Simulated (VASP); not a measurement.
## SnO: relaxation of cell and atoms with LDA

Crystal: SnO.

```
Sn O
1.0
     0.00000    2.73860    2.73860
     2.73860    0.00000    2.73860
     2.73860    2.73860    0.00000
Sn O
1 1
Direct
  0.00000 0.00000 0.00000
  0.25000 0.25000 0.25000
```

```json
{"Program": "VASP 6.6.1", "Task": "relaxation of cell and atoms", "Functional": "LDA", "Potentials or basis": "VASP PAW LDA potentials, release 64 (Sn_d, O)", "Cutoff": "600 eV", "k mesh": "8 × 8 × 8", "Occupations": "fermi-dirac, width 0.02 eV", "Spin": "no spin polarisation", "Dipole correction": "no", "Further INCAR settings": "ALGO = Normal; EDIFF = 1e-06; IBRION = 2; EDIFFG = -0.005; NSW = 80; ISIF = 3"}
```

* Relaxed volume: 18.78 Å³/atom
* Relaxed cell: a = 3.759 Å, b = 3.759 Å, c = 3.759 Å, α = 60.00°, β = 60.00°, γ = 60.00°
* Space group after relaxing (to 0.05 Å): F-43m (No. 216)
* Energy gained by relaxing: 28.5 meV/atom
* Ionic steps: 6
* Pressure after relaxing: 0.0 GPa
* Band gap on the k mesh: zero (band 10 reaches 6.57 eV, above the bottom of band 11 at 6.37 eV)

The path:
```csv
step,energy change (eV),largest force (eV/Å),pressure (GPa),volume (Å³)
1,0.0000,0.0000,-5.09,41.08
2,-0.0567,0.0000,0.48,37.32
3,-0.0571,0.0000,-0.06,37.60
4,-0.0571,0.0000,0.05,37.54
5,-0.0571,0.0000,-0.05,37.57
6,-0.0571,0.0000,0.03,37.56
```

Final structure:
```
Sn O
1.0
     0.00000    2.65806    2.65806
     2.65806    0.00000    2.65806
     2.65806    2.65806    0.00000
Sn O
1 1
Direct
  0.00000 0.00000 0.00000
  0.25000 0.25000 0.25000
```

Levels at points of the mesh, in eV from the Fermi level:
```tsv
k point	band 6	band 7	band 8	band 9	band 10	band 11	band 12	band 13	band 14
(0.00, 0.00, 0.00)	-19.16	-6.33	-3.99	-3.99	-3.99	4.53	4.53	4.53	9.36
(0.50, 0.00, 0.00)	-18.37	-8.45	-4.45	-4.45	-2.44	1.60	4.68	4.68	8.60
(0.50, 0.50, 0.00)	-18.16	-8.23	-5.27	-5.27	-0.81	-0.09	5.23	5.37	5.37
```

Wall time 31 s on 1 thread of Intel(R) Xeon(R) Platinum 8559C (Emerald Rapids), with other jobs on the host, peak memory 0.17 GiB.

Caveat: spin-orbit coupling is left out, which moves the levels of the heavy elements.
